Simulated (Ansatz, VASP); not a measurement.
## CaO in VASP and in Ansatz

POSCAR

```
CaO
1.0
    0.0000000000      2.3016481058      2.3016481058
    2.3016481058      0.0000000000      2.3016481058
    2.3016481058      2.3016481058      0.0000000000
Ca O
1 1
Direct
    0.0000000000      0.0000000000      0.0000000000
    0.5000000000      0.5000000000      0.5000000000
```

File INCAR.step1:

```
  ALGO = Normal
  EDIFF = 1E-5
  ENCUT = 520
  GGA = PE
  ISIF = 2
  ISMEAR = 0
  LASPH = T
  LCHARG = F
  LREAL = F
  LWAVE = T
  NBANDS = 15
  NELM = 60
  PREC = Accurate
  SIGMA = 0.01
```

INCAR.step2

```
  ALGO = Normal
  EDIFF = 1E-6
  ENCUT = 520
  GGA = PE
  HFSCREEN = 0.2079
  ISIF = 2
  ISMEAR = 0
  ISTART = 1
  LASPH = T
  LCHARG = F
  LHFCALC = T
  LREAL = F
  LWAVE = F
  NBANDS = 15
  NELM = 60
  PREC = Accurate
  PRECFOCK = Normal
  SIGMA = 0.01
```

Contents of KPOINTS:

```
k-points
0
Gamma
  6 6 6
```

Input for Ansatz:

```yaml
crystal:
  lattice:
    - [0.0, 2.3016481058, 2.3016481058]
    - [2.3016481058, 0.0, 2.3016481058]
    - [2.3016481058, 2.3016481058, 0.0]
  atoms:
    - { symbol: Ca, position: [0.0, 0.0, 0.0] }
    - { symbol: O, position: [0.5, 0.5, 0.5] }
kpoints:
  mp_grid: { grid: [6, 6, 6] }
  band_path:
    path:
      - [0.0, 0.0, 0.0]
      - [0.5, 0.0, 0.5]
      - [0.625, 0.25, 0.625]
      - [0.375, 0.375, 0.75]
      - [0.5, 0.5, 0.5]
      - [0.5, 0.25, 0.75]
      - [0.0, 0.5, 0.5]
    npoints: 1
hamiltonian:
  xc: hse06
scf:
  occupations: { method: fixed }
  n_extra_bands: 4
output:
  forces: true
  stress: true
  eigenvalues: true
```

Change from the starting cell: hydrostatic strain -4.0%.

Alike in both runs: task single point; functional HSE06; k mesh 6 × 6 × 6; no spin polarisation.

```csv
,VASP,Ansatz
version,VASP 6.6.1,Ansatz 0.2.0
potentials or method,"VASP PAW PBE potentials, release 64 (Ca_sv, O)","plane waves, PAW"
plane-wave cutoff (eV),520,420
occupations,"gaussian, width 0.01 eV",fixed
valence electrons in the cell,16,16
```

```csv
,VASP,Ansatz,Ansatz less VASP
gap on the k mesh at the Fermi level (eV),5.24,5.26,+0.026
pressure (GPa),19.9,18.6,-1.25
```

Ansatz's warnings: stress exchange threshold loose, stress scf threshold loose.
